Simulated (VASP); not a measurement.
# SbC2 (Fm-3m) in VASP: notebook

The runs below take SbC2 through single point, relaxation of cell and atoms, with PBE.

All numbers are computed with VASP 6.6.1; they aren't measurements. Logs are shortened: lines on timing, memory, paths and dates and some standing lists are left out, and cuts for length are marked.

**1. The cell of the first run**

It takes space group Fm-3m (No. 225, cubic). Conventional cell: a = 5.522 Å, b = 5.522 Å, c = 5.522 Å, α = 90.00°, β = 90.00°, γ = 90.00°. Sb (site symmetry m-3m) has 8 C at 2.39 Å within 3.2 Å. C (site symmetry -43m) has 4 Sb at 2.39 Å and 6 C at 2.76 Å within 3.2 Å.

**2. Single point, PBE**

The input, INCAR:

```
PREC = Accurate ; ENCUT = 520
EDIFF = 1E-7 ; ISMEAR = 0
SIGMA = 0.1 ; LREAL = False
LASPH = True ; NELM = 100
ALGO = Normal ; ISIF = 2
LWAVE = False ; LCHARG = False
GGA = PE ; NBANDS = 14
```

The input, KPOINTS:

```
regular mesh
0
Gamma
  6 6 6
```

The input, POSCAR:

```
SbC2
1.0
    0.0000000000      2.7610917431      2.7610917431
    2.7610917431      0.0000000000      2.7610917431
    2.7610917431      2.7610917431      0.0000000000
Sb C
1 2
Direct
    0.0000000000      0.0000000000      0.0000000000
    0.2500000000      0.2500000000      0.2500000000
    0.7500000000      0.7500000000      0.7500000000
```

Potentials or basis: VASP PAW PBE potentials, release 64 (Sb, C).

On the command line:

```sh
> cat potpaw_PBE.64/Sb/POTCAR potpaw_PBE.64/C/POTCAR > POTCAR
> mpirun -np 1 vasp_std > vasp.out
```

OUTCAR:

```text
PREC = Accurate
   ENCUT = 520
   EDIFF = 1E-7
   ISMEAR = 0
   LREAL = False
   LASPH = True
   NELM = 100
   ISIF = 2
   GGA = PE

 ion  position               nearest neighbor table
   1  0.000  0.000  0.000-   3 2.39   3 2.39   3 2.39   2 2.39   3 2.39   2 2.39   2 2.39   2 2.39

   2  0.250  0.250  0.250-   1 2.39   1 2.39   1 2.39   1 2.39
   3  0.750  0.750  0.750-   1 2.39   1 2.39   1 2.39   1 2.39

  LATTYP: Found a face centered cubic cell.
 ALAT       =     5.5221834862

  Lattice vectors:

 A1 = (   0.0000000000,   2.7610917431,   2.7610917431)
 A2 = (   2.7610917431,   0.0000000000,   2.7610917431)
 A3 = (   2.7610917431,   2.7610917431,   0.0000000000)

Analysis of symmetry for initial positions (statically):
=====================================================================
 Subroutine PRICEL returns:
 Original cell was already a primitive cell.

 Routine SETGRP: Setting up the symmetry group for a
 face centered cubic supercell.

 Subroutine GETGRP returns: Found 48 space group operations
 (whereof 48 operations were pure point group operations)
 out of a pool of 48 trial point group operations.

The static configuration has the point symmetry O_h .

Analysis of symmetry for dynamics (positions and initial velocities):
=====================================================================
 Subroutine PRICEL returns:
 Original cell was already a primitive cell.

 Routine SETGRP: Setting up the symmetry group for a
 face centered cubic supercell.

 Subroutine GETGRP returns: Found 48 space group operations
 (whereof 48 operations were pure point group operations)
 out of a pool of 48 trial point group operations.

The dynamic configuration has the point symmetry O_h .

 Subroutine INISYM returns: Found 48 space group operations
 (whereof 48 operations are pure point group operations),
 and found     1 'primitive' translations

----------------------------------------------------------------------------------------

                                     Primitive cell

  volume of cell :      42.0991

  direct lattice vectors                    reciprocal lattice vectors
     0.000000000  2.761091743  2.761091743    -0.181087789  0.181087789  0.181087789
     2.761091743  0.000000000  2.761091743     0.181087789 -0.181087789  0.181087789
     2.761091743  2.761091743  0.000000000     0.181087789  0.181087789 -0.181087789

  length of vectors
     3.904773390  3.904773390  3.904773390     0.313653252  0.313653252  0.313653252

  position of ions in fractional coordinates (direct lattice)
     0.000000000  0.000000000  0.000000000
     0.250000000  0.250000000  0.250000000
     0.750000000  0.750000000  0.750000000

  ion indices of the primitive-cell ions
   primitive index   ion index
                 1           1
                 2           2
                 3           3

----------------------------------------------------------------------------------------

 KPOINTS: regular mesh

Automatic generation of k-mesh.
 Grid dimensions read from file:
 generate k-points for:    6    6    6

 Generating k-lattice:

  Cartesian coordinates                     Fractional coordinates (reciprocal lattice)
    -0.030181298  0.030181298  0.030181298     0.166666667  0.000000000  0.000000000
     0.030181298 -0.030181298  0.030181298     0.000000000  0.166666667  0.000000000
     0.030181298  0.030181298 -0.030181298     0.000000000  0.000000000  0.166666667

  Length of vectors
     0.052275542  0.052275542  0.052275542

  Shift w.r.t. Gamma in fractional coordinates (k-lattice)
     0.000000000  0.000000000  0.000000000

 Subroutine IBZKPT returns following result:
 ===========================================

 Found     16 irreducible k-points:

 Following reciprocal coordinates:
            Coordinates               Weight
  0.000000  0.000000  0.000000      1.000000
  0.166667  0.000000  0.000000      8.000000
  0.333333  0.000000  0.000000      8.000000
  0.500000  0.000000  0.000000      4.000000
  0.166667  0.166667  0.000000      6.000000
  0.333333  0.166667  0.000000     24.000000
[... 8 lines left out ...]
 -0.333333  0.333333  0.166667     24.000000
 -0.333333  0.500000  0.166667     12.000000
   k-points           NKPTS =     16   k-points in BZ     NKDIM =     16   number of bands    NBANDS=     14
   number of dos      NEDOS =    301   number of ions     NIONS =      3
   total plane-waves  NPLWV =  27000
   dimension x,y,z NGX =    30 NGY =   30 NGZ =   30
   dimension x,y,z NGXF=    60 NGYF=   60 NGZF=   60
   ions per type =               1   2
   NGX,Y,Z   is equivalent  to a cutoff of  12.77, 12.77, 12.77 a.u.
   NGXF,Y,Z  is equivalent  to a cutoff of  25.55, 25.55, 25.55 a.u.
 SYSTEM =  unknown system
   PREC   = accura    normal or accurate (medium, high low for compatibility)
   ISTART =      0    job   : 0-new  1-cont  2-samecut
   ICHARG =      2    charge: 1-file 2-atom 10-const
   ISPIN  =      1    spin polarized calculation?
   LNONCOLLINEAR =      F non collinear calculations
   LSORBIT =      F    spin-orbit coupling
   LASPH  =      T    aspherical Exc in radial PAW
   ENCUT  =  520.0 eV  38.22 Ry    6.18 a.u.   7.26  7.26  7.26*2*pi/ulx,y,z
   NELM   =    100;   NELMIN=  2; NELMDL= -5     # of ELM steps
   EDIFF  = 0.1E-06   stopping-criterion for ELM
   LREAL  =      F    real-space projection
   EDIFFG = 0.1E-05   stopping-criterion for IOM
   NSW    =      0    number of steps for IOM
   IBRION =     -1    ionic relax: 0-MD 1-quasi-New 2-CG
   NFREE  =      0    steps in history (QN), initial steepest desc. (CG)
   ISIF   =      2    stress and relaxation
   ISYM   =      2    0-nonsym 1-usesym 2-fastsym
   POTIM  = 0.5000    time-step for ionic-motion
   TEBEG  =    0.0;   TEEND  =   0.0 temperature during run
   PSTRESS=    0.0 pullay stress
   NELECT =      13.0000    total number of electrons
   NUPDOWN=      -1.0000    fix difference up-down
   EMIN   =  10.00;   EMAX   =-10.00  energy-range for DOS
   EFERMI =   0.00;   METHOD = LEGACY
   ISMEAR =     0;   SIGMA  =   0.10  broadening in eV -4-tet -1-fermi 0-gaus
   EFERMI_NEDOS =   21; number of points for ismear=-14 and -15
   IALGO  =     38    algorithm
   IMIX   =      4    mixing-type and parameters
     AMIX     =   0.40;   BMIX     =  1.00
     AMIX_MAG =   1.60;   BMIX_MAG =  1.00
  volume/ion in A,a.u.               =      14.03        94.70
  Fermi-wavevector in a.u.,A,eV,Ry     =   1.106535  2.091048 16.659238  1.224419
  Thomas-Fermi vector in A             =   2.243037
   LORBIT       =      0    0 simple, 1 ext, 2 COOP (PROOUT), +10 PAW based schemes
   GGA     = PE    functional components
   LHFCALC =     F    Hartree Fock is set to
   AEXX    =    0.0000 exact exchange contribution
   IVDW    =     0    specifies the selected vdW correction
   LEPSILON=     F    determine dielectric tensor
   LRPA    =     F    only Hartree local field effects (RPA)
 non-spin polarized calculation
 Gauss-broadening in eV      SIGMA  =   0.10
  energy-cutoff  :      520.00
  volume of cell :       42.10
 maximum number of plane-waves:      1158
 NGX is ok and might be reduce to    30
   NGX = 15   NGY = 15   NGZ = 15

 number of electron      13.0000000 magnetization

 Free energy of the ion-electron system (eV)
  ---------------------------------------------------
  ext. energy  EPLUGINS =         0.00000000
  ---------------------------------------------------
  free energy    TOTEN  =       -14.81650348 eV

  energy without entropy =      -14.80915599  energy(sigma->0) =      -14.81282973

 E-fermi :   7.6632     XC(G=0): -10.7464

 val. band max:        7.6403965716   @ k =   0.1667   0.1667   0.0000
 cond. band min:       7.7513543575   @ k =   0.3333   0.1667   0.0000
 fundamental gap:      0.1109577859
 Fermi energy:         7.6632240624

 k-point     1 :       0.0000    0.0000    0.0000
  band No.  band energies     occupation
      1      -7.7871      2.00000
      2       0.3614      2.00000
      3       5.2280      2.00000
      4       5.2280      2.00000
      5       5.2280      2.00000
      6       6.5048      2.00000
      7       6.5048      2.00000
      8       6.5048      2.00000
      9       7.0525      2.00000
     10      10.8552      0.00000
     11      10.8552      0.00000
     12      10.8552      0.00000
     13      17.0091      0.00000
     14      17.0091      0.00000

 k-point     2 :       0.1667    0.0000    0.0000
  band No.  band energies     occupation
      1      -7.4292      2.00000
      2      -0.2337      2.00000
      3       3.4956      2.00000
      4       4.8012      2.00000
      5       4.8012      2.00000
      6       5.8772      2.00000
      7       6.5857      2.00000
      8       6.5857      2.00000
      9       9.4237      0.00000
     10      11.3739      0.00000
     11      11.3739      0.00000
     12      11.6448      0.00000
     13      17.6733      0.00000
     14      17.6733      0.00000

 k-point     3 :       0.3333    0.0000    0.0000
  band No.  band energies     occupation
      1      -6.3850      2.00000
      2      -2.1424      2.00000
      3       2.3428      2.00000
      4       4.2788      2.00000
      5       4.2788      2.00000
      6       5.7450      2.00000
      7       6.3577      2.00000
      8       6.3577      2.00000
      9      10.5659      0.00000
     10      12.8866      0.00000
     11      12.8866      0.00000
     12      14.3457      0.00000
     13      18.6340      0.00000
     14      18.6575      0.00000
[... 188 lines left out ...]
 k-point    15 :      -0.3333    0.3333    0.1667
  band No.  band energies     occupation
      1      -4.1906      2.00000
      2      -3.3286      2.00000
      3      -1.2778      2.00000
      4       1.9490      2.00000
      5       5.2384      2.00000
      6       5.2826      2.00000
      7       8.7172      0.00000
      8       8.9178      0.00000
      9       9.7765      0.00000
     10      13.3150      0.00000
     11      15.0065      0.00000
     12      15.5769      0.00000
     13      16.5837      0.00000
     14      19.5547      0.00000

 k-point    16 :      -0.3333    0.5000    0.1667
  band No.  band energies     occupation
      1      -3.6540      2.00000
      2      -2.8305      2.00000
      3      -2.3961      2.00000
      4       1.4953      2.00000
      5       3.8473      2.00000
      6       7.0695      2.00000
      7       8.7277      0.00000
      8       9.2979      0.00000
      9       9.5462      0.00000
     10      13.6845      0.00000
     11      14.7726      0.00000
     12      15.8159      0.00000
     13      17.3111      0.00000
     14      20.2310      0.00000

------------------------ aborting loop because EDIFF is reached ----------------------------------------

  FORCE on cell =-STRESS in cart. coord.  units (eV):
  Direction    XX          YY          ZZ          XY          YZ          ZX
  --------------------------------------------------------------------------------------
  -------------------------------------------------------------------------------------
  Total       -0.9573831     -0.9573831     -0.9573831      0.0000000      0.0000000      0.0000000
  in kB      -36.4354238    -36.4354238    -36.4354238      0.0000000      0.0000000      0.0000000
  external PRESSURE =     -36.4354238 kB  Pullay stress =       0.0000000 kB

 VOLUME and BASIS-vectors are now :
 -----------------------------------------------------------------------------
  energy-cutoff  :      520.00
  volume of cell :       42.10
      direct lattice vectors                 reciprocal lattice vectors
     0.000000000  2.761091743  2.761091743    -0.181087789  0.181087789  0.181087789
     2.761091743  0.000000000  2.761091743     0.181087789 -0.181087789  0.181087789
     2.761091743  2.761091743  0.000000000     0.181087789  0.181087789 -0.181087789

 POSITION                                       TOTAL-FORCE (eV/Angst)
 -----------------------------------------------------------------------------------
      0.00000      0.00000      0.00000         0.000000      0.000000      0.000000
      1.38055      1.38055      1.38055        -0.000000     -0.000000     -0.000000
      4.14164      4.14164      4.14164         0.000000      0.000000      0.000000
 -----------------------------------------------------------------------------------
    total drift:                               -0.000000      0.000000      0.000000

  FREE ENERGIE OF THE ION-ELECTRON SYSTEM (eV)
  ---------------------------------------------------
  free  energy   TOTEN  =       -14.8165034753 eV

  energy  without entropy=      -14.8091559917  energy(sigma->0) =      -14.81282973
```

It took 8.4 s on 1 thread of Intel Xeon 6975P-C (Granite Rapids), shared host; peak memory 0.16 GiB.

Results:

```
Free energy : -14.8165 eV
Pressure    : -3.6 GPa
```

Levels at points of the mesh, in eV from the Fermi level:
| k point | band 4 | band 5 | band 6 | band 7 | band 8 | band 9 | band 10 | band 11 |
| --- | --- | --- | --- | --- | --- | --- | --- | --- |
| (0.00, 0.00, 0.00) | -2.44 | -2.44 | -1.16 | -1.16 | -1.16 | -0.61 | 3.19 | 3.19 |
| (0.50, 0.00, 0.00) | -3.57 | -3.57 | -2.02 | -1.48 | -1.48 | 3.53 | 6.37 | 6.37 |
| (0.50, 0.50, 0.00) | -5.71 | -5.71 | -0.29 | 1.52 | 1.52 | 2.01 | 6.01 | 8.51 |

Caveat: spin-orbit coupling is left out, which moves the levels of the heavy elements.

**3. Single point, PBE**

This run uses another cell than the first one, of 13.56 Å³/atom, 0.966 times its volume.

The input, INCAR:

```
ALGO = Normal
EDIFF = 1E-6
ENCUT = 520
GGA = PE
ISIF = 2
ISMEAR = 0
LASPH = T
LCHARG = F
LREAL = F
LWAVE = F
NBANDS = 14
NELM = 60
PREC = Accurate
SIGMA = 0.1
```

The input, KPOINTS:

```
k-points
0
Gamma
  14 14 14
```

The input, POSCAR:

```
SbC2
1.0
    0.0000000000      2.7294793173      2.7294793173
    2.7294793173      0.0000000000      2.7294793173
    2.7294793173      2.7294793173      0.0000000000
Sb C
1 2
Direct
    0.0000000000      0.0000000000      0.0000000000
    0.2500000000      0.2500000000      0.2500000000
    0.7500000000      0.7500000000      0.7500000000
```

Potentials or basis: VASP PAW PBE potentials, release 64 (Sb, C).

On the command line:

```sh
> cat potpaw_PBE.64/Sb/POTCAR potpaw_PBE.64/C/POTCAR > POTCAR
> mpirun -np 1 vasp_std > vasp.out
```

Run time: 34 s. Hardware: 1 thread of Intel Xeon 6975P-C (Granite Rapids), shared host; peak memory 0.2 GiB.

The run converged. Its results:

```
Free energy : -14.8136 eV
Pressure    : 0.0 GPa
```

Levels at points of the mesh, in eV from the Fermi level:
```tsv
k point	band 3	band 4	band 5	band 6	band 7	band 8	band 9	band 10
(0.00, 0.00, 0.00)	-2.41	-2.41	-2.41	-1.05	-1.05	-1.05	-0.07	3.35
(0.50, 0.00, 0.00)	-5.32	-3.57	-3.57	-1.91	-1.44	-1.44	3.89	6.71
(0.50, 0.50, 0.00)	-8.80	-5.79	-5.79	-0.16	1.71	1.71	2.20	6.50
```

Caveat: spin-orbit coupling is left out, which moves the levels of the heavy elements.

(Continued in part 2 of 2.)
